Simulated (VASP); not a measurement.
# ZrS2 (P-3m1) in VASP: single point with HSE06

Aim: the single point of ZrS2 with HSE06.

Program: VASP 6.6.1. These are calculated values, not measurements. Logs are shortened: lines on timing, memory, paths and dates and some standing lists are left out, and cuts for length are marked.

**1. The cell of the first run**

Symmetry: P-3m1, No. 164, trigonal system. Conventional cell: a = 3.685 Å, b = 3.685 Å, c = 6.757 Å, α = 90.00°, β = 90.00°, γ = 120.00°. Within 3.4 Å of Zr (site symmetry -3m) lie 6 S at 2.57 Å. Within 3.4 Å of S (site symmetry 3m) lie 3 Zr at 2.57 Å.

**2. Single point, HSE06**

Contents of POSCAR:

```
ZrS2
1.0
    3.6852175424      0.0000000000      0.0000000000
   -1.8426087712      3.1914920102      0.0000000000
    0.0000000000      0.0000000000      6.7573248226
Zr S
1 2
Direct
    0.0000000000      0.0000000000      0.0000000000
    0.3333333333      0.6666666667      0.2143383935
    0.6666666667      0.3333333333      0.7856616065
```

Contents of INCAR.step1:

```
PREC = Accurate
ENCUT = 400
EDIFF = 1E-5
ISMEAR = 0
SIGMA = 0.02
LREAL = False
LASPH = True
NELM = 120
ALGO = Normal
ISIF = 2
LWAVE = True
NBANDS = 19
GGA = PE
GGA_COMPAT = False
KPAR = 4
```

Contents of INCAR.step2:

```
PREC = Accurate
ENCUT = 400
EDIFF = 1E-6
ISMEAR = 0
SIGMA = 0.02
LREAL = False
LASPH = True
NELM = 120
ALGO = Normal
ISIF = 2
LWAVE = False
LCHARG = True
GGA = PE
LHFCALC = True
HFSCREEN = 0.2079
PRECFOCK = Normal
LVHAR = True
NBANDS = 19
ISTART = 1
GGA_COMPAT = False
KPAR = 4
```

Contents of KPOINTS:

```
Automatic mesh
0
Gamma
  6 6 4
```

Potentials or basis: VASP PAW PBE potentials, release 64 (Zr_sv, S).

Command:

```sh
> cat potpaw_PBE.64/Zr_sv/POTCAR potpaw_PBE.64/S/POTCAR > POTCAR
> cp INCAR.step1 INCAR
> mpirun -np 4 vasp_std > vasp.out
> cp INCAR.step2 INCAR
> mpirun -np 4 vasp_std > vasp.out
```

OUTCAR:

```text
PREC = Accurate
   ENCUT = 400
   EDIFF = 1E-6
   ISMEAR = 0
   LREAL = False
   LASPH = True
   NELM = 120
   ISIF = 2
   GGA = PE
   LHFCALC = True
   HFSCREEN = 0.2079
   PRECFOCK = Normal
   ISTART = 1

 ion  position               nearest neighbor table
   1  0.000  0.000  0.000-   2 2.57   3 2.57   3 2.57   2 2.57   3 2.57   2 2.57
   2  0.333  0.667  0.214-   1 2.57   1 2.57   1 2.57
   3  0.667  0.333  0.786-   1 2.57   1 2.57   1 2.57

  LATTYP: Found a hexagonal cell.
 ALAT       =     3.6852175424
 C/A-ratio  =     1.8336298318

  Lattice vectors:

 A1 = (   3.6852175424,   0.0000000000,   0.0000000000)
 A2 = (  -1.8426087712,   3.1914920102,   0.0000000000)
 A3 = (   0.0000000000,   0.0000000000,   6.7573248226)

Analysis of symmetry for initial positions (statically):
=====================================================================
 Subroutine PRICEL returns:
 Original cell was already a primitive cell.

 Routine SETGRP: Setting up the symmetry group for a
 hexagonal supercell.

 Subroutine GETGRP returns: Found 12 space group operations
 (whereof 12 operations were pure point group operations)
 out of a pool of 24 trial point group operations.

The static configuration has the point symmetry D_3d.

Analysis of symmetry for dynamics (positions and initial velocities):
=====================================================================
 Subroutine PRICEL returns:
 Original cell was already a primitive cell.

 Routine SETGRP: Setting up the symmetry group for a
 hexagonal supercell.

 Subroutine GETGRP returns: Found 12 space group operations
 (whereof 12 operations were pure point group operations)
 out of a pool of 24 trial point group operations.

The dynamic configuration has the point symmetry D_3d.

 Subroutine INISYM returns: Found 12 space group operations
 (whereof 12 operations are pure point group operations),
 and found     1 'primitive' translations

----------------------------------------------------------------------------------------

                                     Primitive cell

  volume of cell :      79.4752

  direct lattice vectors                    reciprocal lattice vectors
     3.685217542  0.000000000  0.000000000     0.271354401  0.156666537  0.000000000
[... 92 lines left out ...]
   NFREE  =      0    steps in history (QN), initial steepest desc. (CG)
   ISIF   =      2    stress and relaxation
   ISYM   =      3    0-nonsym 1-usesym 2-fastsym
   POTIM  = 0.5000    time-step for ionic-motion
   TEBEG  =    0.0;   TEEND  =   0.0 temperature during run
   PSTRESS=    0.0 pullay stress
   NELECT =      24.0000    total number of electrons
   NUPDOWN=      -1.0000    fix difference up-down
   EMIN   =  10.00;   EMAX   =-10.00  energy-range for DOS
   EFERMI =   0.00;   METHOD = LEGACY
   ISMEAR =     0;   SIGMA  =   0.02  broadening in eV -4-tet -1-fermi 0-gaus
   EFERMI_NEDOS =   21; number of points for ismear=-14 and -15
   IALGO  =     38    algorithm
   IMIX   =      1    mixing-type and parameters
     AMIX     =   0.40;   BMIX     =  1.00
     AMIX_MAG =   1.60;   BMIX_MAG =  1.00
  volume/ion in A,a.u.               =      26.49       178.78
  Fermi-wavevector in a.u.,A,eV,Ry     =   1.098335  2.075552 16.413238  1.206339
  Thomas-Fermi vector in A             =   2.234710
   LORBIT       =      0    0 simple, 1 ext, 2 COOP (PROOUT), +10 PAW based schemes
   GGA     = PE    functional components
   LHFCALC =     T    Hartree Fock is set to
   PRECFOCK=normal    Normal, Fast or Accurate (Low or Medium for compatibility)
   ENCUT4O =  -1.0   cutoff for four orbital integrals eV
   NKREDX  =     1    reduce k-point grid by
   NKREDY  =     1    reduce k-point grid by
   NKREDZ  =     1    reduce k-point grid by
   AEXX    =    0.2500 exact exchange contribution
   HFSCREEN=    0.2079 screening length (either q_TF or 0.3 A-1)
   HFSCREENC=   0.2079 screening length for correlation (either q_TF or 0.3 A-1)
   ENCUTFOCK=  -1.0 apply spherical cutoff to Coloumb kernel
   IVDW    =     0    specifies the selected vdW correction
   LEPSILON=     F    determine dielectric tensor
   LRPA    =     F    only Hartree local field effects (RPA)
 non-spin polarized calculation
 Gauss-broadening in eV      SIGMA  =   0.02
  energy-cutoff  :      400.00
  volume of cell :       79.48
 maximum number of plane-waves:      1506
  NGX = 20; NGY = 20; NGZ = 36

 number of electron      24.0000001 magnetization

 Free energy of the ion-electron system (eV)
  ---------------------------------------------------
  ext. energy  EPLUGINS =         0.00000000
  ---------------------------------------------------
  free energy    TOTEN  =       -25.44532143 eV

  energy without entropy =      -25.44532143  energy(sigma->0) =      -25.44532143

 E-fermi :   2.5711     XC(G=0):  -7.2106

 val. band max:        2.3917469925   @ k =   0.0000   0.0000   0.0000
 cond. band min:       4.3326821159   @ k =   0.5000   0.0000   0.5000
 fundamental gap:      1.9409351234
 Fermi energy:         2.5710843644

 k-point     1 :       0.0000    0.0000    0.0000
  band No.  band energies     occupation
      1     -49.9167      2.00000
      2     -26.5782      2.00000
      3     -26.4034      2.00000
      4     -26.4034      2.00000
      5     -11.3233      2.00000
      6      -9.9745      2.00000
[... 505 lines left out ...]
      6     -10.0178      2.00000
[... 11 lines left out ...]
     18      11.8566      0.00000
     19      12.1592      0.00000

------------------------ aborting loop because EDIFF is reached ----------------------------------------

  FORCE on cell =-STRESS in cart. coord.  units (eV):
  Direction    XX          YY          ZZ          XY          YZ          ZX
  --------------------------------------------------------------------------------------
  -------------------------------------------------------------------------------------
  Total       -0.5401544     -0.5401544     -0.6905182      0.0000000      0.0000000     -0.0000000
  in kB      -10.8892209    -10.8892209    -13.9204732      0.0000000      0.0000000     -0.0000000
  external PRESSURE =     -11.8996383 kB  Pullay stress =       0.0000000 kB

 VOLUME and BASIS-vectors are now :
 -----------------------------------------------------------------------------
  energy-cutoff  :      400.00
  volume of cell :       79.48
      direct lattice vectors                 reciprocal lattice vectors
     3.685217542  0.000000000  0.000000000     0.271354401  0.156666537  0.000000000
    -1.842608771  3.191492010  0.000000000     0.000000000  0.313333073  0.000000000
     0.000000000  0.000000000  6.757324823     0.000000000  0.000000000  0.147987558

 POSITION                                       TOTAL-FORCE (eV/Angst)
 -----------------------------------------------------------------------------------
      0.00000      0.00000      0.00000        -0.000000      0.000000      0.000000
     -0.00000      2.12766      1.44835        -0.000000      0.000000     -0.217289
      1.84261      1.06383      5.30897         0.000000     -0.000000      0.217289
 -----------------------------------------------------------------------------------
    total drift:                                0.000000     -0.000000     -0.000000

  FREE ENERGIE OF THE ION-ELECTRON SYSTEM (eV)
  ---------------------------------------------------
  free  energy   TOTEN  =       -25.4453214268 eV

  energy  without entropy=      -25.4453214268  energy(sigma->0) =      -25.44532143
```

OUTCAR.step1:

```text
PREC = Accurate
   ENCUT = 400
   EDIFF = 1E-5
   ISMEAR = 0
   LREAL = False
[... 751 lines left out ...]
      0.00000      0.00000      0.00000        -0.000000      0.000000      0.000000
     -0.00000      2.12766      1.44835         0.000000      0.000000      0.002143
      1.84261      1.06383      5.30897        -0.000000     -0.000000     -0.002143
 -----------------------------------------------------------------------------------
    total drift:                                0.000000     -0.000000     -0.000000

  FREE ENERGIE OF THE ION-ELECTRON SYSTEM (eV)
  ---------------------------------------------------
  free  energy   TOTEN  =       -21.4328663902 eV

  energy  without entropy=      -21.4328663902  energy(sigma->0) =      -21.43286639
```

Run time: 17 min. Hardware: 4 MPI ranks of Intel Xeon Platinum 8259CL at 2.50GHz (Skylake/Cascade Lake), shared host; peak memory 0.29 GiB.

Results:

| Item | Value |
| --- | --- |
| Free energy | -25.4453 eV |
| Pressure | -1.2 GPa |
| Largest force | 0.217 eV/Å |
| Band gap on the k mesh | 1.94 eV (least direct gap 2.59 eV) |

Forces on the atoms (eV/Å):
```
Zr   0.000  0.000  0.000
S    0.000  0.000 -0.217
S    0.000  0.000  0.217
```

Stress tensor (GPa, compression positive):
```
-1.09  0.00  0.00
 0.00 -1.09  0.00
 0.00  0.00 -1.39
```

Caveat: the PAW data sets were made with another functional, which shifts forces and pressure a little; this functional lacks dispersion, which binds layers or chains, so the pressure and a relaxed spacing across them are unreliable. A k mesh can miss the band edges.
